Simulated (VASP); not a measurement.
# NaLa (P-6m2) in VASP: further runs, part 2 of 2

VASP 6.6.1.

## (3) Single point, LDA (41.01 Å³/atom)

This run uses another cell than the first one, of 41.01 Å³/atom.

File INCAR:

```
SYSTEM = NaLa
PREC = Accurate
ENCUT = 520
EDIFF = 1E-6
ISMEAR = 0
SIGMA = 0.05
LREAL = .False.
LASPH = .True.
NELM = 60
ALGO = Normal
ISIF = 2
LWAVE = .False.
LCHARG = .False.
NBANDS = 16
```

File KPOINTS:

```
Automatic mesh
0
Gamma
  9 9 4
  0 0 0
```

File POSCAR:

```
NaLa
1.0
    3.7486505274      0.0000000000      0.0000000000
   -1.8743252637      3.2464265866      0.0000000000
    0.0000000000      0.0000000000      6.7398066227
La Na
1 1
Direct
    0.3333333333      0.6666666667      0.5000000000
    0.0000000000      0.0000000000      0.0000000000
```

Potentials or basis: VASP PAW LDA potentials, release 64 (La, Na_pv).

Started as:

```bash
cat potpaw_LDA.64/La/POTCAR potpaw_LDA.64/Na_pv/POTCAR > POTCAR
mpirun -np 1 vasp_std > vasp.out
```

OUTCAR:

```text
SYSTEM = NaLa
   PREC = Accurate
   ENCUT = 520
   EDIFF = 1E-6
   ISMEAR = 0
   LREAL = .False.
   LASPH = .True.
   NELM = 60
   ISIF = 2

 ion  position               nearest neighbor table
   1  0.333  0.667  0.500-
   2  0.000  0.000  0.000-

  LATTYP: Found a hexagonal cell.
 ALAT       =     3.7486505274
 C/A-ratio  =     1.7979287675

  Lattice vectors:

 A1 = (   3.7486505274,   0.0000000000,   0.0000000000)
 A2 = (  -1.8743252637,   3.2464265866,   0.0000000000)
[... 642 lines left out ...]
------------------------ aborting loop because EDIFF is reached ----------------------------------------

  FORCE on cell =-STRESS in cart. coord.  units (eV):
  Direction    XX          YY          ZZ          XY          YZ          ZX
  --------------------------------------------------------------------------------------
  -------------------------------------------------------------------------------------
  Total       -1.8808946     -1.8808946     -1.3573766      0.0000000      0.0000000      0.0000000
  in kB      -36.7406703    -36.7406703    -26.5144712      0.0000000      0.0000000      0.0000000
  external PRESSURE =     -33.3319373 kB  Pullay stress =       0.0000000 kB

 VOLUME and BASIS-vectors are now :
 -----------------------------------------------------------------------------
  energy-cutoff  :      520.00
  volume of cell :       82.02
      direct lattice vectors                 reciprocal lattice vectors
     3.748650527  0.000000000  0.000000000     0.266762664  0.154015496  0.000000000
    -1.874325264  3.246426587  0.000000000     0.000000000  0.308030991  0.000000000
     0.000000000  0.000000000  6.739806623     0.000000000  0.000000000  0.148372209

 POSITION                                       TOTAL-FORCE (eV/Angst)
 -----------------------------------------------------------------------------------
     -0.00000      2.16428      3.36990         0.000000      0.000000      0.000000
      0.00000      0.00000      0.00000         0.000000     -0.000000      0.000000
 -----------------------------------------------------------------------------------
    total drift:                                0.000000     -0.000000     -0.000000

  FREE ENERGIE OF THE ION-ELECTRON SYSTEM (eV)
  ---------------------------------------------------
  free  energy   TOTEN  =        -6.4107570752 eV

  energy  without entropy=       -6.4071983076  energy(sigma->0) =       -6.40897769
```

stdout:

```text
POSCAR found type information on POSCAR LaNa
 POSCAR found :  2 types and       2 ions
 scaLAPACK will be used
 LDA part: xc-table for (Slater(with rela. corr.)+CA(PZ))
 , standard interpolation
 POSCAR, INCAR and KPOINTS ok, starting setup
 FFT: planning ... GRIDC
 FFT: planning ... GRID_SOFT
 FFT: planning ... GRID
 WAVECAR not read
 entering main loop
```

Run time: 25 s. Hardware: 1 thread of Intel Xeon Platinum 8559C (Emerald Rapids), shared host; peak memory 0.2 GiB.

Results:

```yaml
Free_energy: -6.4108 eV
Pressure: -3.3 GPa
Band_gap_on_the_k_mesh: zero (bands 9 and 10 overlap by 0.51 eV)
```

Levels at points of the mesh, in eV from the Fermi level:
```
           k point  band 6  band 7  band 8  band 9  band 10  band 11  band 12  band 13
(0.00, 0.00, 0.00)  -16.26  -16.26   -3.12   -1.16     0.62     0.85     1.25     1.25
(0.00, 0.00, 0.50)  -16.26  -16.26   -2.37   -1.92     0.07     0.85     1.02     1.25
```

Caveat: the cell stands under tension; spin-orbit coupling is left out, which moves the levels of the heavy elements.

## (4) Single point, LDA (41.80 Å³/atom)

This run uses another cell than the first one, of 41.80 Å³/atom.

File INCAR:

```
SYSTEM = NaLa
ALGO = Normal
EDIFF = 1E-6
ENCUT = 520
GGA = CA
ISIF = 2
ISMEAR = 0
LASPH = .True.
LCHARG = .False.
LREAL = .False.
LWAVE = .False.
NBANDS = 16
NELM = 80
PREC = Accurate
SIGMA = 0.05
```

File KPOINTS:

```
k-points
0
Gamma
  9 9 4
  0 0 0
```

File POSCAR:

```
NaLa
1.0
    3.7725279261      0.0000000000      0.0000000000
   -1.8862639630      3.2671050205      0.0000000000
    0.0000000000      0.0000000000      6.7827364847
La Na
1 1
Direct
    0.3333333333      0.6666666667      0.5000000000
    0.0000000000      0.0000000000      0.0000000000
```

Potentials or basis: VASP PAW LDA potentials, release 64 (La, Na_pv).

Started as:

```bash
cat potpaw_LDA.64/La/POTCAR potpaw_LDA.64/Na_pv/POTCAR > POTCAR
mpirun -np 1 vasp_std > vasp.out
```

OUTCAR:

```text
SYSTEM = NaLa
   EDIFF = 1E-6
   ENCUT = 520
   GGA = CA
   ISIF = 2
   ISMEAR = 0
   LASPH = .True.
   LREAL = .False.
   NELM = 80
   PREC = Accurate

 ion  position               nearest neighbor table
   1  0.333  0.667  0.500-
   2  0.000  0.000  0.000-

  LATTYP: Found a hexagonal cell.
 ALAT       =     3.7725279261
 C/A-ratio  =     1.7979287675

  Lattice vectors:

 A1 = (   3.7725279261,   0.0000000000,   0.0000000000)
 A2 = (  -1.8862639630,   3.2671050205,   0.0000000000)
 A3 = (   0.0000000000,   0.0000000000,   6.7827364847)

Analysis of symmetry for initial positions (statically):
=====================================================================
 Subroutine PRICEL returns:
 Original cell was already a primitive cell.

 Routine SETGRP: Setting up the symmetry group for a
 hexagonal supercell.

 Subroutine GETGRP returns: Found 12 space group operations
 (whereof 12 operations were pure point group operations)
 out of a pool of 24 trial point group operations.

The static configuration has the point symmetry D_3h.

Analysis of symmetry for dynamics (positions and initial velocities):
[... 161 lines left out ...]

 val. band max:        3.1147418077   @ k =   0.3333   0.2222   0.5000
 cond. band min:       3.1366658621   @ k =   0.3333   0.3333   0.5000
 fundamental gap:      0.0219240545
 Fermi energy:         3.1353989801

 k-point     1 :       0.0000    0.0000    0.0000
  band No.  band energies     occupation
      1     -30.0522      2.00000
      2     -21.3817      2.00000
      3     -21.3817      2.00000
      4     -21.3728      2.00000
      5     -13.8097      2.00000
      6     -13.1810      2.00000
[... 433 lines left out ...]
      3     -21.3992      2.00000
      4     -21.3687      2.00000
      5     -13.8702      2.00000
      6     -13.8694      2.00000
[... 8 lines left out ...]
     15       4.3145      0.00000
     16       4.5245      0.00000

 [... further k-points ...]

------------------------ aborting loop because EDIFF is reached ----------------------------------------

  FORCE on cell =-STRESS in cart. coord.  units (eV):
  Direction    XX          YY          ZZ          XY          YZ          ZX
  --------------------------------------------------------------------------------------
  -------------------------------------------------------------------------------------
  Total       -1.9999092     -1.9999092     -1.4479803     -0.0000000     -0.0000000      0.0000000
  in kB      -38.3283714    -38.3283714    -27.7506229     -0.0000000     -0.0000000      0.0000000
  external PRESSURE =     -34.8024552 kB  Pullay stress =       0.0000000 kB

 VOLUME and BASIS-vectors are now :
 -----------------------------------------------------------------------------
  energy-cutoff  :      520.00
  volume of cell :       83.60
      direct lattice vectors                 reciprocal lattice vectors
     3.772527926  0.000000000  0.000000000     0.265074247  0.153040688  0.000000000
    -1.886263963  3.267105020  0.000000000     0.000000000  0.306081376  0.000000000
     0.000000000  0.000000000  6.782736485     0.000000000  0.000000000  0.147433120

 POSITION                                       TOTAL-FORCE (eV/Angst)
 -----------------------------------------------------------------------------------
     -0.00000      2.17807      3.39137         0.000000     -0.000000      0.000000
      0.00000      0.00000      0.00000        -0.000000      0.000000      0.000000
 -----------------------------------------------------------------------------------
    total drift:                                0.000000     -0.000000     -0.000000

  FREE ENERGIE OF THE ION-ELECTRON SYSTEM (eV)
  ---------------------------------------------------
  free  energy   TOTEN  =        -6.3773111652 eV

  energy  without entropy=       -6.3739155598  energy(sigma->0) =       -6.37561336
```

stdout:

```text
POSCAR found type information on POSCAR LaNa
 POSCAR found :  2 types and       2 ions
 scaLAPACK will be used
 LDA part: xc-table for (Slater(with rela. corr.)+CA(PZ))
 , standard interpolation
 POSCAR, INCAR and KPOINTS ok, starting setup
 FFT: planning ... GRIDC
 FFT: planning ... GRID_SOFT
 FFT: planning ... GRID
 WAVECAR not read
 entering main loop
```

Run time: 25 s. Hardware: 1 thread of Intel Xeon Platinum 8559C (Emerald Rapids), shared host; peak memory 0.2 GiB.

What came out:

```
Free energy            : -6.3773 eV
Pressure               : -3.5 GPa
Band gap on the k mesh : zero (bands 9 and 10 overlap by 0.51 eV)
```

Levels at points of the mesh, in eV from the Fermi level:
| k point | band 5 | band 6 | band 7 | band 8 | band 9 | band 10 | band 11 | band 12 | band 13 | band 14 |
| --- | --- | --- | --- | --- | --- | --- | --- | --- | --- | --- |
| (0.00, 0.00, 0.00) | -16.95 | -16.32 | -16.32 | -3.10 | -1.15 | 0.60 | 0.83 | 1.21 | 1.21 | 1.24 |
| (0.00, 0.00, 0.50) | -16.95 | -16.32 | -16.32 | -2.37 | -1.90 | 0.09 | 0.83 | 1.00 | 1.21 | 1.21 |

Caveat: the cell stands under tension; spin-orbit coupling is left out, which moves the levels of the heavy elements.

## (5) Single point, revPBE+D3(BJ), non-collinear spin, zero start, spin-orbit coupling (33.13 Å³/atom)

This run uses another cell than the first one, of 33.13 Å³/atom.

File INCAR:

```
  PREC = Accurate
  ENCUT = 520
  EDIFF = 1E-6
  ISMEAR = 1
  SIGMA = 0.2
  LREAL = F
  LASPH = T
  NELM = 150
  ALGO = Normal
  ISIF = 2
  LWAVE = F
  LCHARG = F
  MAGMOM = 0 0 0 0 0 0
  LORBIT = 11
  LSORBIT = T
  GGA_COMPAT = F
  LORBMOM = T
  LMAXMIX = 6
  GGA = RE
  IVDW = 12
  NBANDS = 30
```

File KPOINTS:

```
Automatic mesh
0
Gamma
  7 7 3
```

File POSCAR:

```
NaLa
1.0
    3.4856727879      0.0000000000      0.0000000000
   -1.7428363940      3.0186811837      0.0000000000
    0.0000000000      0.0000000000      6.2970591429
La Na
1 1
Direct
    0.3333333333      0.6666666667      0.5000000000
    0.0000000000      0.0000000000      0.0000000000
```

Potentials or basis: VASP PAW PBE potentials, release 64 (La, Na_pv).

Started as:

```bash
cat potpaw_PBE.64/La/POTCAR potpaw_PBE.64/Na_pv/POTCAR > POTCAR
mpirun -np 1 vasp_ncl > vasp.out
```

It took 1.8 min on 1 thread of Intel Xeon Platinum 8559C (Emerald Rapids), shared host; peak memory 0.38 GiB.

It converged, with:

| Property | Result |
| --- | --- |
| Free energy | -6.7654 eV |
| Pressure | -0.1 GPa |
| Net moment | 0.00 μB per cell |
| Valence electrons inside the program's atomic spheres | La 8.66; Na 6.09 |
| Dispersion energy per atom | -0.517 eV |

Moments on the atoms (μB; x, y, z):
```
La  0.00 0.00 0.00
Na  0.00 0.00 0.00
```

Caveat: the PAW data sets were made with another functional, which shifts forces and pressure a little.

## (6) Overview

| level | potentials or basis | spin | cell | k mesh | smearing | gap on the mesh (eV) | pressure (GPa) |
| --- | --- | --- | --- | --- | --- | --- | --- |
| LDA | VASP PAW LDA potentials, release 64 (La, Na_pv) | off | a = 3.724, b = 3.724, c = 6.696 Å, angles 90.0, 90.0, 120.0°, 2 atoms | 9 × 9 × 4 | gaussian 0.05 eV | none | -3.2 |
| LDA | VASP PAW LDA potentials, release 64 (La, Na_pv) | off | a = 3.749, b = 3.749, c = 6.740 Å, angles 90.0, 90.0, 120.0°, 2 atoms | 9 × 9 × 4 | gaussian 0.05 eV | none | -3.3 |
| LDA | VASP PAW LDA potentials, release 64 (La, Na_pv) | off | a = 3.773, b = 3.773, c = 6.783 Å, angles 90.0, 90.0, 120.0°, 2 atoms | 9 × 9 × 4 | gaussian 0.05 eV | none | -3.5 |
| revPBE+D3(BJ) | VASP PAW PBE potentials, release 64 (La, Na_pv) | non-collinear, zero start, SOC | a = 3.486, b = 3.486, c = 6.297 Å, angles 90.0, 90.0, 120.0°, 2 atoms | 7 × 7 × 3 | methfessel-paxton 0.2 eV | - | -0.1 |

Alike in all rows: task single point; cutoff (eV) 520.

Caveats: the cell stands under tension (at least some runs); spin-orbit coupling is left out, which moves the levels of the heavy elements (at least some runs); the PAW data sets were made with another functional, which shifts forces and pressure a little (at least some runs).

Total energies depend on the potentials used, so only differences within one code and one set of settings carry meaning.
